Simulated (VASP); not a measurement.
# BN (P6_3/mmc) in VASP: a series of runs

BN is run at these levels: r2SCAN; tasks: single point, relaxation of cell and atoms.

All numbers are computed with VASP 6.6.1; they aren't measurements. Logs are shortened: lines on timing, memory, paths and dates and some standing lists are left out, and cuts for length are marked.

## (1) The cell of the first run

It takes space group P6_3/mmc (No. 194, hexagonal). Conventional cell: a = 2.499 Å, b = 2.499 Å, c = 6.629 Å, α = 90.00°, β = 90.00°, γ = 120.00°. Within 1.9 Å of B (site symmetry -6m2) lie 3 N at 1.44 Å. N (site symmetry -6m2) has 3 B at 1.44 Å within 1.9 Å.

## (2) Single point, r2SCAN

File POSCAR:

```
BN
1.0
    2.4986931256      0.0000000000      0.0000000000
   -1.2493465628      2.1639317230      0.0000000000
    0.0000000000      0.0000000000      6.6287866390
B N
2 2
Direct
    0.3333333333      0.6666666667      0.2500000000
    0.6666666667      0.3333333333      0.7500000000
    0.3333333333      0.6666666667      0.7500000000
    0.6666666667      0.3333333333      0.2500000000
```

File INCAR.step1:

```
ALGO = Normal
EDIFF = 1E-4
ENCUT = 520
GGA = PE
ISMEAR = 0
LASPH = T
LCHARG = F
LREAL = F
LWAVE = T
NBANDS = 16
NELM = 80
PREC = Accurate
SIGMA = 0.01
```

File INCAR.step2:

```
ALGO = Normal
EDIFF = 1E-6
ENCUT = 520
ISIF = 2
ISMEAR = 0
ISTART = 1
LASPH = T
LCHARG = F
LMIXTAU = T
LREAL = F
LWAVE = F
METAGGA = R2SCAN
NBANDS = 16
NELM = 80
PREC = Accurate
SIGMA = 0.01
```

File KPOINTS:

```
k-points
0
Gamma
  10 10 4
```

Potentials or basis: VASP PAW PBE potentials, release 64 (B, N).

Launch:

```
$ cat potpaw_PBE.64/B/POTCAR potpaw_PBE.64/N/POTCAR > POTCAR
$ cp INCAR.step1 INCAR
$ mpirun -np 1 vasp_std > vasp.out
$ cp INCAR.step2 INCAR
$ mpirun -np 1 vasp_std > vasp.out
```

OUTCAR:

```text
EDIFF = 1E-6
   ENCUT = 520
   ISIF = 2
   ISMEAR = 0
   ISTART = 1
   LASPH = T
   LREAL = F
   METAGGA = R2SCAN
   NELM = 80
   PREC = Accurate

 ion  position               nearest neighbor table
   1  0.333  0.667  0.250-   4 1.44   4 1.44   4 1.44
   2  0.667  0.333  0.750-   3 1.44   3 1.44   3 1.44
   3  0.333  0.667  0.750-   2 1.44   2 1.44   2 1.44
   4  0.667  0.333  0.250-   1 1.44   1 1.44   1 1.44

  LATTYP: Found a hexagonal cell.
 ALAT       =     2.4986931256
 C/A-ratio  =     2.6529014592

  Lattice vectors:

 A1 = (   2.4986931256,   0.0000000000,   0.0000000000)
 A2 = (  -1.2493465628,   2.1639317230,   0.0000000000)
 A3 = (   0.0000000000,   0.0000000000,   6.6287866390)

Analysis of symmetry for initial positions (statically):
=====================================================================
 Subroutine PRICEL returns:
 Original cell was already a primitive cell.

 Routine SETGRP: Setting up the symmetry group for a
 hexagonal supercell.

 Subroutine GETGRP returns: Found 24 space group operations
 (whereof 12 operations were pure point group operations)
 out of a pool of 24 trial point group operations.

The static configuration has the point symmetry D_3d.
 The point group associated with its full space group is D_6h.

Analysis of symmetry for dynamics (positions and initial velocities):
=====================================================================
 Subroutine PRICEL returns:
 Original cell was already a primitive cell.

 Routine SETGRP: Setting up the symmetry group for a
 hexagonal supercell.

 Subroutine GETGRP returns: Found 24 space group operations
 (whereof 12 operations were pure point group operations)
 out of a pool of 24 trial point group operations.

The dynamic configuration has the point symmetry D_3d.
 The point group associated with its full space group is D_6h.

 Subroutine INISYM returns: Found 24 space group operations
 (whereof 12 operations are pure point group operations),
 and found     1 'primitive' translations

----------------------------------------------------------------------------------------

                                     Primitive cell

  volume of cell :      35.8419

  direct lattice vectors                    reciprocal lattice vectors
     2.498693126  0.000000000  0.000000000     0.400209209  0.231060895  0.000000000
    -1.249346563  2.163931723  0.000000000     0.000000000  0.462121789  0.000000000
     0.000000000  0.000000000  6.628786639     0.000000000  0.000000000  0.150857171

  length of vectors
     2.498693126  2.498693126  6.628786639     0.462121789  0.462121789  0.150857171

  position of ions in fractional coordinates (direct lattice)
     0.333333333  0.666666667  0.250000000
     0.666666667  0.333333333  0.750000000
     0.333333333  0.666666667  0.750000000
     0.666666667  0.333333333  0.250000000

  ion indices of the primitive-cell ions
   primitive index   ion index
                 1           1
                 2           2
                 3           3
                 4           4

----------------------------------------------------------------------------------------

 KPOINTS: k-points

Automatic generation of k-mesh.
 Grid dimensions read from file:
 generate k-points for:   10   10    4

 Generating k-lattice:

  Cartesian coordinates                     Fractional coordinates (reciprocal lattice)
     0.040020921  0.023106089  0.000000000     0.100000000  0.000000000  0.000000000
     0.000000000  0.046212179  0.000000000     0.000000000  0.100000000  0.000000000
     0.000000000  0.000000000  0.037714293     0.000000000  0.000000000  0.250000000

  Length of vectors
     0.046212179  0.046212179  0.037714293

  Shift w.r.t. Gamma in fractional coordinates (k-lattice)
     0.000000000  0.000000000  0.000000000

 Subroutine IBZKPT returns following result:
 ===========================================

 Found     42 irreducible k-points:

 Following reciprocal coordinates:
            Coordinates               Weight
  0.000000  0.000000  0.000000      1.000000
  0.100000  0.000000  0.000000      6.000000
  0.200000  0.000000  0.000000      6.000000
  0.300000  0.000000  0.000000      6.000000
  0.400000 -0.000000  0.000000      6.000000
  0.500000  0.000000  0.000000      3.000000
[... 16 lines left out ...]
  0.300000  0.100000  0.250000     24.000000
  0.400000  0.100000  0.250000     24.000000
 [... further k-points ...]
   k-points           NKPTS =     42   k-points in BZ     NKDIM =     42   number of bands    NBANDS=     16
   number of dos      NEDOS =    301   number of ions     NIONS =      4
   total plane-waves  NPLWV =  20000
   dimension x,y,z NGX =    20 NGY =   20 NGZ =   50
   dimension x,y,z NGXF=    40 NGYF=   40 NGZF=  100
   ions per type =               2   2
   NGX,Y,Z   is equivalent  to a cutoff of  13.31, 13.31, 12.54 a.u.
   NGXF,Y,Z  is equivalent  to a cutoff of  26.61, 26.61, 25.08 a.u.
 SYSTEM =  unknown system
   PREC   = accura    normal or accurate (medium, high low for compatibility)
   ISTART =      1    job   : 0-new  1-cont  2-samecut
   ICHARG =      0    charge: 1-file 2-atom 10-const
   ISPIN  =      1    spin polarized calculation?
   LNONCOLLINEAR =      F non collinear calculations
   LSORBIT =      F    spin-orbit coupling
   LASPH  =      T    aspherical Exc in radial PAW
   ENCUT  =  520.0 eV  38.22 Ry    6.18 a.u.   4.65  4.65 12.33*2*pi/ulx,y,z
   NELM   =     80;   NELMIN=  2; NELMDL=  0     # of ELM steps
   EDIFF  = 0.1E-05   stopping-criterion for ELM
   LREAL  =      F    real-space projection
   EDIFFG = 0.1E-04   stopping-criterion for IOM
   NSW    =      0    number of steps for IOM
   IBRION =     -1    ionic relax: 0-MD 1-quasi-New 2-CG
   NFREE  =      0    steps in history (QN), initial steepest desc. (CG)
   ISIF   =      2    stress and relaxation
   ISYM   =      2    0-nonsym 1-usesym 2-fastsym
   POTIM  = 0.5000    time-step for ionic-motion
   TEBEG  =    0.0;   TEEND  =   0.0 temperature during run
   PSTRESS=    0.0 pullay stress
   NELECT =      16.0000    total number of electrons
   NUPDOWN=      -1.0000    fix difference up-down
   EMIN   =  10.00;   EMAX   =-10.00  energy-range for DOS
   EFERMI =   0.00;   METHOD = LEGACY
   ISMEAR =     0;   SIGMA  =   0.01  broadening in eV -4-tet -1-fermi 0-gaus
   EFERMI_NEDOS =   21; number of points for ismear=-14 and -15
   IALGO  =     38    algorithm
   IMIX   =      4    mixing-type and parameters
     AMIX     =   0.40;   BMIX     =  1.00
     AMIX_MAG =   1.60;   BMIX_MAG =  1.00
  volume/ion in A,a.u.               =       8.96        60.47
  Fermi-wavevector in a.u.,A,eV,Ry     =   1.251175  2.364378 21.299082  1.565438
  Thomas-Fermi vector in A             =   2.385135
   LORBIT       =      0    0 simple, 1 ext, 2 COOP (PROOUT), +10 PAW based schemes
   METAGGA = R2SCAN    functional components
   LHFCALC =     F    Hartree Fock is set to
   AEXX    =    0.0000 exact exchange contribution
   IVDW    =     0    specifies the selected vdW correction
   LEPSILON=     F    determine dielectric tensor
   LRPA    =     F    only Hartree local field effects (RPA)
 non-spin polarized calculation
 Gauss-broadening in eV      SIGMA  =   0.01
  energy-cutoff  :      520.00
  volume of cell :       35.84
 maximum number of plane-waves:       985
 NGX is ok and might be reduce to    20
   NGX =  9   NGY =  9   NGZ = 25

 number of electron      15.9999997 magnetization

 Free energy of the ion-electron system (eV)
  ---------------------------------------------------
  ext. energy  EPLUGINS =         0.00000000
  ---------------------------------------------------
  free energy    TOTEN  =       -38.59152721 eV

  energy without entropy =      -38.59152721  energy(sigma->0) =      -38.59152721

 E-fermi :   2.2039     XC(G=0): -10.7643

 val. band max:        2.0992796148   @ k =   0.3000   0.3000   0.0000
 cond. band min:       6.9371833375   @ k =   0.5000   0.0000   0.0000
 fundamental gap:      4.8379037227
 Fermi energy:         2.2039100452

 k-point     1 :       0.0000    0.0000    0.0000
  band No.  band energies     occupation
      1     -16.7788      2.00000
      2     -16.4846      2.00000
      3      -4.3585      2.00000
      4      -2.1558      2.00000
      5       0.7083      2.00000
      6       0.7083      2.00000
[... 8 lines left out ...]
     15      15.2419      0.00000
     16      16.4482      0.00000

 k-point     2 :       0.1000    0.0000    0.0000
  band No.  band energies     occupation
      1     -16.5743      2.00000
      2     -16.2867      2.00000
      3      -4.0780      2.00000
      4      -1.9034      2.00000
      5      -0.1232      2.00000
      6      -0.0881      2.00000
[... 8 lines left out ...]
     15      15.6407      0.00000
     16      15.9404      0.00000

 k-point     3 :       0.2000    0.0000    0.0000
  band No.  band energies     occupation
      1     -15.9782      2.00000
      2     -15.7108      2.00000
      3      -3.2524      2.00000
      4      -2.1093      2.00000
      5      -2.0586      2.00000
      6      -1.1704      2.00000
[... 8 lines left out ...]
     15      17.6503      0.00000
     16      17.7746      0.00000

 k-point     4 :       0.3000    0.0000    0.0000
  band No.  band energies     occupation
      1     -15.0599      2.00000
      2     -14.8303      2.00000
      3      -4.4189      2.00000
      4      -4.3412      2.00000
      5      -1.9465      2.00000
      6      -1.4192      2.00000
[... 8 lines left out ...]
     15      18.7822      0.00000
     16      20.7936      0.00000
[... 324 lines left out ...]
 k-point    22 :       0.2000    0.1000    0.2500
  band No.  band energies     occupation
      1     -15.3771      2.00000
      2     -15.2033      2.00000
      3      -3.3656      2.00000
      4      -3.3277      2.00000
      5      -2.1972      2.00000
      6      -1.4767      2.00000
[... 8 lines left out ...]
     15      18.2338      0.00000
     16      18.3803      0.00000

 k-point    23 :       0.3000    0.1000    0.2500
  band No.  band energies     occupation
      1     -14.3826      2.00000
      2     -14.2449      2.00000
      3      -5.4313      2.00000
      4      -5.3752      2.00000
      5      -2.3134      2.00000
      6      -2.2638      2.00000
[... 8 lines left out ...]
     15      18.9636      0.00000
     16      20.6958      0.00000

 k-point    24 :       0.4000    0.1000    0.2500
  band No.  band energies     occupation
      1     -13.5126      2.00000
      2     -13.4385      2.00000
      3      -6.8850      2.00000
      4      -6.8292      2.00000
      5      -2.7581      2.00000
      6      -2.7053      2.00000
[... 8 lines left out ...]
     15      18.2446      0.00000
     16      21.2848      0.00000

 [... further k-points ...]
[... 5 lines left out ...]
  --------------------------------------------------------------------------------------
  -------------------------------------------------------------------------------------
  Total        0.3900743      0.3900743      0.1613907      0.0000000     -0.0000000      0.0000000
  in kB       17.4368227     17.4368227      7.2143747      0.0000000     -0.0000000      0.0000000
  external PRESSURE =      14.0293400 kB  Pullay stress =       0.0000000 kB

 VOLUME and BASIS-vectors are now :
 -----------------------------------------------------------------------------
  energy-cutoff  :      520.00
  volume of cell :       35.84
      direct lattice vectors                 reciprocal lattice vectors
     2.498693126  0.000000000  0.000000000     0.400209209  0.231060895  0.000000000
    -1.249346563  2.163931723  0.000000000     0.000000000  0.462121789  0.000000000
     0.000000000  0.000000000  6.628786639     0.000000000  0.000000000  0.150857171

 POSITION                                       TOTAL-FORCE (eV/Angst)
 -----------------------------------------------------------------------------------
     -0.00000      1.44262      1.65720        -0.000000      0.000000      0.000000
      1.24935      0.72131      4.97159         0.000000     -0.000000      0.000000
     -0.00000      1.44262      4.97159        -0.000000      0.000000      0.000000
      1.24935      0.72131      1.65720         0.000000     -0.000000      0.000000
 -----------------------------------------------------------------------------------
    total drift:                               -0.000000      0.000000      0.000000

  FREE ENERGIE OF THE ION-ELECTRON SYSTEM (eV)
  ---------------------------------------------------
  free  energy   TOTEN  =       -38.5915272102 eV

  energy  without entropy=      -38.5915272102  energy(sigma->0) =      -38.59152721
```

Wall time 52 s (1 thread of Intel Xeon 6975P-C (Granite Rapids), shared host); peak memory 0.16 GiB.

Results:

* Free energy: -38.5915 eV
* Pressure: 1.4 GPa
* Band gap on the k mesh: 4.84 eV (least direct gap 5.32 eV)

Stress tensor (GPa, compression positive):
```
1.74 0.00 0.00
0.00 1.74 0.00
0.00 0.00 0.72
```

Caveat: the PAW data sets were made with another functional, which shifts forces and pressure a little. A k mesh can miss the band edges.

(Continued in part 2 of 3.)
